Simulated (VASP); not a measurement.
Here is a VASP 6.6.1 calculation.

Contents of INCAR:

```
SYSTEM = C
ALGO = Normal ; EDIFF = 1E-7
EDIFFG = -0.001 ; ENCUT = 600
GGA = PE ; IBRION = 2
ISIF = 3 ; ISMEAR = -1
LASPH = .TRUE. ; LCHARG = .FALSE.
LREAL = .FALSE. ; LWAVE = .FALSE.
NELM = 80 ; NSW = 80
PREC = Accurate ; SIGMA = 0.15
```

KPOINTS

```
k-points
0
G
  24 24 12
  0 0 0
```

The input POSCAR:

```
C
1.0
    2.4664849237      0.0000000000      0.0000000000
   -1.2332424619      2.1360386020      0.0000000000
    0.0000000000      0.0000000000      4.4227244991
C
2
Direct
    0.6666666667      0.3333333333      0.5000000000
    0.3333333333      0.6666666667      0.5000000000
```

Potentials or basis: VASP PAW PBE potentials, release 64 (C).

Launch:

```sh
$ cat potpaw_PBE.64/C/POTCAR > POTCAR
$ mpirun -np 1 vasp_std > vasp.out
```

**Question.** What does it give for the band gap on the k mesh?

**Answer.** Zero (bands 4 and 5 overlap by 0.33 eV).

**Question.** What does it give for the space group after relaxing (to 0.1 Å)?

**Answer.** P6/mmm (No. 191).

**Question.** Estimate the relaxed volume.

**Answer.** 10.92 Å³/atom.

Final structure:
```xyz
2
Lattice="2.4666 0.0000 0.0000 -1.2333 2.1362 0.0000 0.0000 0.0000 4.1444" Properties=species:S:1:pos:R:3 pbc="T T T"
C     1.2333    0.7121    2.0722
C     0.0000    1.4241    2.0722
```

Caveat: this functional lacks dispersion, which binds layers or chains, so the pressure and a relaxed spacing across them are unreliable.
